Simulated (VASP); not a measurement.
A run of VASP 6.6.1:

Contents of INCAR:

```
PREC = Accurate
ENCUT = 520
EDIFF = 1E-6
ISMEAR = -1
SIGMA = 0.1
LREAL = F
LASPH = T
NELM = 80
ALGO = Normal
ISIF = 2
LWAVE = F
LCHARG = T
GGA = RE
LELF = T
LVHAR = T
NBANDS = 9
```

The input KPOINTS:

```
regular mesh
0
Gamma
  9 9 9
```

File POSCAR:

```
Mg
1.0
    0.0000000000      3.3782549062      3.3782549062
    3.3782549062      0.0000000000      3.3782549062
    3.3782549062      3.3782549062      0.0000000000
Mg
2
Direct
    0.1250000000      0.1250000000      0.1250000000
    0.8750000000      0.8750000000      0.8750000000
```

Potentials or basis: VASP PAW PBE potentials, release 64 (Mg).

The run is started by

```bash
$ cat potpaw_PBE.64/Mg/POTCAR > POTCAR
$ mpirun -np 1 vasp_std > vasp.out
```

Hardware: 1 thread of AMD EPYC 7R13, on a shared host.

**Question.** How long does it take, and how much memory?

**Answer.** Wall time 47 s on 1 thread of AMD EPYC 7R13, on a shared host, peak memory 0.17 GiB. Counts: scf iterations 10, k points 35.
